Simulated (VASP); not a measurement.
# Be (P6_3/mmc) in VASP: notebook

Runs on Be. Level: PBE. Tasks: relaxation of cell and atoms, single point.

Everything below comes from runs of VASP 6.6.1. Logs are shortened: lines on timing, memory, paths and dates and some standing lists are left out, and cuts for length are marked.

## Step 1: The cell of the first run

Symmetry: P6_3/mmc, No. 194, hexagonal system. The conventional cell has a = 2.158 Å, b = 2.158 Å, c = 3.416 Å, α = 90.00°, β = 90.00°, γ = 120.00°. Within 2.8 Å of Be (site symmetry -6m2) lie 12 Be at 2.11 to 2.16 Å.

## Step 2: Relaxation of cell and atoms, PBE, target pressure 21.2 GPa, at which the enthalpy is minimised

The input, INCAR:

```
ALGO = Normal
EDIFF = 1E-6
EDIFFG = -0.002
ENCUT = 600
GGA = PE
IBRION = 2
ISIF = 3
ISMEAR = -1
LASPH = T
LCHARG = F
LREAL = F
LWAVE = F
NELM = 60
NSW = 80
PREC = Accurate
PSTRESS = 212.0
SIGMA = 0.1
```

The input, KPOINTS:

```
k-points
0
Gamma
  24 24 12
```

The input, POSCAR:

```
Be
1.0
    2.1582560695      0.0000000000      0.0000000000
   -1.0791280348      1.8691045841      0.0000000000
    0.0000000000      0.0000000000      3.4161039472
Be
2
Direct
    0.3333333333      0.6666666667      0.2500000000
    0.6666666667      0.3333333333      0.7500000000
```

Potentials or basis: VASP PAW PBE potentials, release 64 (Be).

Run with:

```
cat potpaw_PBE.64/Be/POTCAR > POTCAR
mpirun -np 1 vasp_std > vasp.out
```

OUTCAR:

```text
EDIFF = 1E-6
   EDIFFG = -0.002
   ENCUT = 600
   GGA = PE
   IBRION = 2
   ISIF = 3
   ISMEAR = -1
   LASPH = T
   LREAL = F
   NELM = 60
   NSW = 80
   PREC = Accurate
   PSTRESS = 212.0

 ion  position               nearest neighbor table
   1  0.333  0.667  0.250-   2 2.11   2 2.11   2 2.11   2 2.11   2 2.11   2 2.11
   2  0.667  0.333  0.750-   1 2.11   1 2.11   1 2.11   1 2.11   1 2.11   1 2.11

  LATTYP: Found a hexagonal cell.
 ALAT       =     2.1582560695
 C/A-ratio  =     1.5828075248

  Lattice vectors:

 A1 = (   2.1582560695,   0.0000000000,   0.0000000000)
 A2 = (  -1.0791280348,   1.8691045841,   0.0000000000)
 A3 = (   0.0000000000,   0.0000000000,   3.4161039472)

Analysis of symmetry for initial positions (statically):
=====================================================================
 Subroutine PRICEL returns:
 Original cell was already a primitive cell.

 Routine SETGRP: Setting up the symmetry group for a
 hexagonal supercell.

 Subroutine GETGRP returns: Found 24 space group operations
 (whereof 12 operations were pure point group operations)
 out of a pool of 24 trial point group operations.

The static configuration has the point symmetry D_3d.
 The point group associated with its full space group is D_6h.

Analysis of symmetry for dynamics (positions and initial velocities):
=====================================================================
 Subroutine PRICEL returns:
 Original cell was already a primitive cell.

 Routine SETGRP: Setting up the symmetry group for a
 hexagonal supercell.

 Subroutine GETGRP returns: Found 24 space group operations
 (whereof 12 operations were pure point group operations)
 out of a pool of 24 trial point group operations.

The dynamic configuration has the point symmetry D_3d.
 The point group associated with its full space group is D_6h.

 Subroutine INISYM returns: Found 24 space group operations
 (whereof 12 operations are pure point group operations),
 and found     1 'primitive' translations

----------------------------------------------------------------------------------------

                                     Primitive cell

  volume of cell :      13.7806

  direct lattice vectors                    reciprocal lattice vectors
     2.158256070  0.000000000  0.000000000     0.463337050  0.267507770  0.000000000
    -1.079128035  1.869104584  0.000000000     0.000000000  0.535015541  0.000000000
     0.000000000  0.000000000  3.416103947     0.000000000  0.000000000  0.292731139

[... 94 lines left out ...]
   NELECT =       4.0000    total number of electrons
   NUPDOWN=      -1.0000    fix difference up-down
   EMIN   =  10.00;   EMAX   =-10.00  energy-range for DOS
   EFERMI =   0.00;   METHOD = LEGACY
   ISMEAR =    -1;   SIGMA  =   0.10  broadening in eV -4-tet -1-fermi 0-gaus
   EFERMI_NEDOS =   21; number of points for ismear=-14 and -15
   IALGO  =     38    algorithm
   IMIX   =      4    mixing-type and parameters
     AMIX     =   0.40;   BMIX     =  1.00
     AMIX_MAG =   1.60;   BMIX_MAG =  1.00
  volume/ion in A,a.u.               =       6.89        46.50
  Fermi-wavevector in a.u.,A,eV,Ry     =   1.083941  2.048351 15.985865  1.174928
  Thomas-Fermi vector in A             =   2.220019
   LORBIT       =      0    0 simple, 1 ext, 2 COOP (PROOUT), +10 PAW based schemes
   GGA     = PE    functional components
   LHFCALC =     F    Hartree Fock is set to
   AEXX    =    0.0000 exact exchange contribution
   IVDW    =     0    specifies the selected vdW correction
   LEPSILON=     F    determine dielectric tensor
   LRPA    =     F    only Hartree local field effects (RPA)
 conjugate gradient relaxation of ions
 non-spin polarized calculation
  energy-cutoff  :      600.00
  volume of cell :       13.78
 maximum number of plane-waves:       494
 NGX is ok and might be reduce to    18
   NGX =  9   NGY =  9   NGZ = 13

--------------------------------------- Ionic step        1  -------------------------------------------

 number of electron       4.0000000 magnetization

 Free energy of the ion-electron system (eV)
  ---------------------------------------------------
  ext. energy  EPLUGINS =         0.00000000
  ---------------------------------------------------
  free energy    TOTEN  =        -7.41004426 eV

  energy without entropy =       -7.40467626  energy(sigma->0) =       -7.40736026

------------------------ aborting loop because EDIFF is reached ----------------------------------------

  FORCE on cell =-STRESS in cart. coord.  units (eV):
  Direction    XX          YY          ZZ          XY          YZ          ZX
  --------------------------------------------------------------------------------------
  -------------------------------------------------------------------------------------
  Total        1.8500178      1.8500178      1.8540846     -0.0000000     -0.0000000      0.0000000
  in kB      215.0893215    215.0893216    215.5621397     -0.0000000     -0.0000000      0.0000000
  external PRESSURE =       3.2469276 kB  Pullay stress =     212.0000000 kB
[... 63 lines left out ...]
--------------------------------------- Ionic step        3  -------------------------------------------

 number of electron       4.0000000 magnetization

 Free energy of the ion-electron system (eV)
  ---------------------------------------------------
  ext. energy  EPLUGINS =         0.00000000
  ---------------------------------------------------
  free energy    TOTEN  =        -7.41316343 eV

  energy without entropy =       -7.40779117  energy(sigma->0) =       -7.41047730

 E-fermi :   8.1887     XC(G=0): -11.0611

 val. band max:        8.1609107182   @ k =   0.2917   0.2917   0.0000
 cond. band min:       8.1915226122   @ k =   0.2917   0.2917   0.0000
 fundamental gap:      0.0306118940
 Fermi energy:         8.1886676662

 k-point     1 :       0.0000    0.0000    0.0000
  band No.  band energies     occupation
      1      -3.9141      2.00000
      2       3.1865      2.00000
      3       9.7063      0.00000
      4      26.0988      0.00000
      5      26.0988      0.00000
      6      29.1970      0.00000
[... 199 lines left out ...]
 k-point    24 :       0.4583    0.0417    0.0000
  band No.  band energies     occupation
      1       2.5800      2.00000
      2       5.1538      2.00000
      3      12.0043      0.00000
      4      15.4531      0.00000
      5      15.7842      0.00000
      6      17.5034      0.00000

 [... further k-points ...]

------------------------ aborting loop because EDIFF is reached ----------------------------------------

  FORCE on cell =-STRESS in cart. coord.  units (eV):
  Direction    XX          YY          ZZ          XY          YZ          ZX
  --------------------------------------------------------------------------------------
  -------------------------------------------------------------------------------------
  Total        1.8272946      1.8272946      1.8252798     -0.0000000      0.0000000      0.0000000
  in kB      212.0871899    212.0871899    211.8533315     -0.0000000      0.0000000      0.0000000
  external PRESSURE =       0.0092371 kB  Pullay stress =     212.0000000 kB
[... 21 lines left out ...]
  energy  without entropy=       -7.4077911669  energy(sigma->0) =       -7.41047730

  enthalpy is  TOTEN    =        -5.5866199913 eV   P V=        1.8265434371

 reached required accuracy - stopping structural energy minimisation
```

Wall time 32 s (1 thread of Intel Xeon Platinum 8488C (Sapphire Rapids), shared host); peak memory 0.15 GiB.

Results:

- Free energy: -7.4132 eV
- Relaxed volume: 6.90 Å³/atom
- Relaxed cell: a = 2.159 Å, b = 2.159 Å, c = 3.418 Å, α = 90.00°, β = 90.00°, γ = 120.00°
- Space group after relaxing (to 0.1 Å): P6_3/mmc (No. 194)
- Energy change on relaxing (the run minimises the enthalpy): -1.6 meV/atom
- Ionic steps: 3
- Pressure after relaxing: 21.2 GPa
- Band gap on the k mesh: zero (bands 2 and 3 overlap by 2.22 eV)

The path:
| step | energy change (eV) | largest force (eV/Å) | pressure (GPa) | volume (Å³) |
| --- | --- | --- | --- | --- |
| 1 | 0.0000 | 0.0000 | 21.52 | 13.78 |
| 2 | -0.0037 | 0.0000 | 21.14 | 13.81 |
| 3 | -0.0031 | 0.0000 | 21.20 | 13.80 |

Final structure:
```
Be
1.0
     2.15942    0.00000    0.00000
    -1.07971    1.87011    0.00000
     0.00000    0.00000    3.41822
Be
2
Direct
  0.33333 0.66667 0.25000
  0.66667 0.33333 0.75000
```

Caveat: the cell is relaxed towards a set pressure, so the run minimises the enthalpy, not the energy.

## Step 3: Single point, PBE (6.96 Å³/atom)

This run uses another cell than the first one, of 6.96 Å³/atom.

The input, INCAR:

```
SYSTEM = Be
PREC     = Accurate       ! precision mode
ENCUT    = 520            ! plane-wave cutoff, eV
EDIFF    = 1E-6           ! SCF threshold, eV
ISMEAR   = 0              ! smearing method
SIGMA    = 0.1            ! smearing width, eV
LREAL    = .FALSE.        ! projectors in reciprocal space
LASPH    = .TRUE.         ! aspherical terms in the spheres
NELM     = 80             ! most SCF steps
ALGO     = Fast           ! electronic algorithm
ISIF     = 2              ! what is computed and relaxed
LWAVE    = .FALSE.        ! write WAVECAR
LCHARG   = .FALSE.        ! write CHGCAR
GGA      = PE             ! functional
NBANDS   = 9              ! bands
```

The input, KPOINTS:

```
Automatic mesh
0
G
  21 21 12
  0 0 0
```

The input, POSCAR:

```
Be
1.0
    2.1646613654      0.0000000000      0.0000000000
   -1.0823306827      1.8746517331      0.0000000000
    0.0000000000      0.0000000000      3.4294717997
Be
2
Direct
    0.3333333333      0.6666666667      0.2500000000
    0.6666666667      0.3333333333      0.7500000000
```

Potentials or basis: VASP PAW PBE potentials, release 64 (Be).

Run with:

```
cat potpaw_PBE.64/Be/POTCAR > POTCAR
mpirun -np 1 vasp_std > vasp.out
```

OUTCAR:

```text
SYSTEM = Be
   PREC = Accurate
   ENCUT = 520
   EDIFF = 1E-6
   ISMEAR = 0
   LREAL = .FALSE.
   LASPH = .TRUE.
   NELM = 80
   ISIF = 2
   GGA = PE

 ion  position               nearest neighbor table
   1  0.333  0.667  0.250-   2 2.12   2 2.12   2 2.12   2 2.12   2 2.12   2 2.12
   2  0.667  0.333  0.750-   1 2.12   1 2.12   1 2.12   1 2.12   1 2.12   1 2.12

  LATTYP: Found a hexagonal cell.
 ALAT       =     2.1646613654
 C/A-ratio  =     1.5842994449

  Lattice vectors:

 A1 = (   2.1646613654,   0.0000000000,   0.0000000000)
 A2 = (  -1.0823306827,   1.8746517331,   0.0000000000)
 A3 = (   0.0000000000,   0.0000000000,   3.4294717997)

Analysis of symmetry for initial positions (statically):
=====================================================================
 Subroutine PRICEL returns:
 Original cell was already a primitive cell.

 Routine SETGRP: Setting up the symmetry group for a
 hexagonal supercell.

 Subroutine GETGRP returns: Found 24 space group operations
 (whereof 12 operations were pure point group operations)
 out of a pool of 24 trial point group operations.

The static configuration has the point symmetry D_3d.
[... 172 lines left out ...]
  band No.  band energies     occupation
      1      -3.9419      2.00000
      2       3.1368      2.00000
      3       9.5860      0.00000
      4      25.9322      0.00000
      5      25.9322      0.00000
      6      29.0082      0.00000
      7      29.0082      0.00000
      8      31.1576      0.00000
      9      37.5233      0.00000
[... 265 lines left out ...]
 k-point    24 :       0.1905    0.0952    0.0000
  band No.  band energies     occupation
      1      -2.0211      2.00000
      2       5.7493      2.00000
      3       9.7050      0.00000
      4      17.2952      0.00000
      5      19.9101      0.00000
      6      26.0132      0.00000
      7      27.0234      0.00000
      8      28.1146      0.00000
      9      32.0817      0.00000

 [... further k-points ...]

------------------------ aborting loop because EDIFF is reached ----------------------------------------

  FORCE on cell =-STRESS in cart. coord.  units (eV):
  Direction    XX          YY          ZZ          XY          YZ          ZX
  --------------------------------------------------------------------------------------
  -------------------------------------------------------------------------------------
  Total        1.6995327      1.6995327      1.7145584      0.0000000      0.0000000      0.0000000
  in kB      195.6601220    195.6601221    197.3899634      0.0000000      0.0000000      0.0000000
  external PRESSURE =     196.2367358 kB  Pullay stress =       0.0000000 kB

 VOLUME and BASIS-vectors are now :
 -----------------------------------------------------------------------------
  energy-cutoff  :      520.00
  volume of cell :       13.92
      direct lattice vectors                 reciprocal lattice vectors
     2.164661365  0.000000000  0.000000000     0.461966022  0.266716207  0.000000000
    -1.082330683  1.874651733  0.000000000     0.000000000  0.533432414  0.000000000
     0.000000000  0.000000000  3.429471800     0.000000000  0.000000000  0.291590093

 POSITION                                       TOTAL-FORCE (eV/Angst)
 -----------------------------------------------------------------------------------
     -0.00000      1.24977      0.85737         0.000000     -0.000000      0.000000
      1.08233      0.62488      2.57210        -0.000000      0.000000      0.000000
 -----------------------------------------------------------------------------------
    total drift:                                0.000000     -0.000000      0.000000

  FREE ENERGIE OF THE ION-ELECTRON SYSTEM (eV)
  ---------------------------------------------------
  free  energy   TOTEN  =        -7.4236991179 eV

  energy  without entropy=       -7.4224268745  energy(sigma->0) =       -7.42306300
```

It took 30 s on 1 thread of Intel Xeon Platinum 8488C (Sapphire Rapids), shared host; peak memory 0.14 GiB.

Results:

* Free energy: -7.4237 eV
* Pressure: 19.6 GPa
* Band gap on the k mesh: zero (bands 2 and 3 overlap by 2.22 eV)

Levels at points of the mesh, in eV from the Fermi level:
```tsv
k point	band 1	band 2	band 3	band 4	band 5	band 6
(0.00, 0.00, 0.00)	-12.11	-5.03	1.42	17.76	17.76	20.84
(0.00, 0.00, 0.50)	-9.86	-9.86	11.57	11.57	19.58	19.58
```

Caveat: the cell stands under pressure.

## Step 4: Single point, PBE (7.20 Å³/atom)

This run uses another cell than the first one, of 7.20 Å³/atom.

The input, INCAR:

```
PREC = Accurate
ENCUT = 520
EDIFF = 1E-6
ISMEAR = 0
SIGMA = 0.1
LREAL = False
LASPH = True
NELM = 60
ALGO = Normal
ISIF = 2
LWAVE = False
LCHARG = True
GGA = PE
LELF = True
LVHAR = True
NBANDS = 9
```

The input, KPOINTS:

```
regular mesh
0
Gamma
  21 21 12
```

The input, POSCAR:

```
Be
1.0
    2.1898908655      0.0000000000      0.0000000000
   -1.0949454327      1.8965011210      0.0000000000
    0.0000000000      0.0000000000      3.4651412627
Be
2
Direct
    0.3333333333      0.6666666667      0.2500000000
    0.6666666667      0.3333333333      0.7500000000
```

Run with:

```
cat potpaw_PBE.64/Be/POTCAR > POTCAR
mpirun -np 1 vasp_std > vasp.out
```

Run time: 20 s. Hardware: 1 thread of Intel Xeon Platinum 8488C (Sapphire Rapids), shared host; peak memory 0.15 GiB.

It converged, with:

| Quantity | Value |
| --- | --- |
| Free energy | -7.4729 eV |
| Pressure | 13.7 GPa |
| Band gap on the k mesh | zero (bands 2 and 3 overlap by 2.18 eV) |

Stress tensor (GPa, compression positive):
```
13.69  0.00  0.00
 0.00 13.69  0.00
 0.00  0.00 13.84
```

Levels at points of the mesh, in eV from the Fermi level:
| k point | band 1 | band 2 | band 3 | band 4 | band 5 | band 6 |
| --- | --- | --- | --- | --- | --- | --- |
| (0.00, 0.00, 0.00) | -11.92 | -4.89 | 1.31 | 17.28 | 17.28 | 20.29 |
| (0.00, 0.00, 0.50) | -9.70 | -9.70 | 11.32 | 11.32 | 19.05 | 19.05 |

Caveat: the cell stands under pressure.

## Step 5: Single point, PBE (7.43 Å³/atom)

This run uses another cell than the first one, of 7.43 Å³/atom.

The input, INCAR:

```
SYSTEM = Be
PREC = Accurate
ENCUT = 520
EDIFF = 1E-7
ISMEAR = 0
SIGMA = 0.1
LREAL = .FALSE.
LASPH = .TRUE.
NELM = 100
ALGO = Normal
ISIF = 2
LWAVE = .FALSE.
LCHARG = .FALSE.
GGA = PE
NBANDS = 9
```

The input, KPOINTS:

```
Automatic mesh
0
G
  21 21 12
  0 0 0
```

The input, POSCAR:

```
Be
1.0
    2.2146335192      0.0000000000      0.0000000000
   -1.1073167596      1.9179288877      0.0000000000
    0.0000000000      0.0000000000      3.4998433959
Be
2
Direct
    0.3333333333      0.6666666667      0.2500000000
    0.6666666667      0.3333333333      0.7500000000
```

Run with:

```
cat potpaw_PBE.64/Be/POTCAR > POTCAR
mpirun -np 1 vasp_std > vasp.out
```

It took 16 s on 1 thread of Intel Xeon Platinum 8488C (Sapphire Rapids), shared host; peak memory 0.15 GiB.

Results (log left out):

- Free energy: -7.5058 eV
- Pressure: 8.6 GPa
- Band gap on the k mesh: zero (bands 2 and 3 overlap by 2.15 eV)

Stress tensor (GPa, compression positive):
```
8.56 0.00 0.00
0.00 8.56 0.00
0.00 0.00 8.68
```

Levels at points of the mesh, in eV from the Fermi level:
| k point | band 1 | band 2 | band 3 | band 4 | band 5 | band 6 |
| --- | --- | --- | --- | --- | --- | --- |
| (0.00, 0.00, 0.00) | -11.74 | -4.75 | 1.22 | 16.82 | 16.82 | 19.77 |
| (0.00, 0.00, 0.50) | -9.54 | -9.54 | 11.08 | 11.08 | 18.54 | 18.54 |

Caveat: the cell stands under pressure.

## Step 6: Overview

| task | cell | k mesh | cutoff (eV) | smearing | gap on the mesh (eV) | pressure (GPa) |
| --- | --- | --- | --- | --- | --- | --- |
| relaxation of cell and atoms | relaxed to 21.2 GPa from a = 2.158, b = 2.158, c = 3.416 Å, angles 90.0, 90.0, 120.0°, 2 atoms | 24 × 24 × 12 | 600 | fermi-dirac 0.1 eV | none | 21.2 |
| single point | a = 2.165, b = 2.165, c = 3.429 Å, angles 90.0, 90.0, 120.0°, 2 atoms | 21 × 21 × 12 | 520 | gaussian 0.1 eV | none | 19.6 |
| single point | a = 2.190, b = 2.190, c = 3.465 Å, angles 90.0, 90.0, 120.0°, 2 atoms | 21 × 21 × 12 | 520 | gaussian 0.1 eV | none | 13.7 |
| single point | a = 2.215, b = 2.215, c = 3.500 Å, angles 90.0, 90.0, 120.0°, 2 atoms | 21 × 21 × 12 | 520 | gaussian 0.1 eV | none | 8.6 |

Alike in all rows: level PBE; potentials or basis VASP PAW PBE potentials, release 64 (Be); no spin polarisation.

Caveats: the cell stands under pressure (at least some runs); the cell is relaxed towards a set pressure, so the run minimises the enthalpy, not the energy (at least some runs).

Total energies depend on the potentials used, so only differences within one code and one set of settings carry meaning.
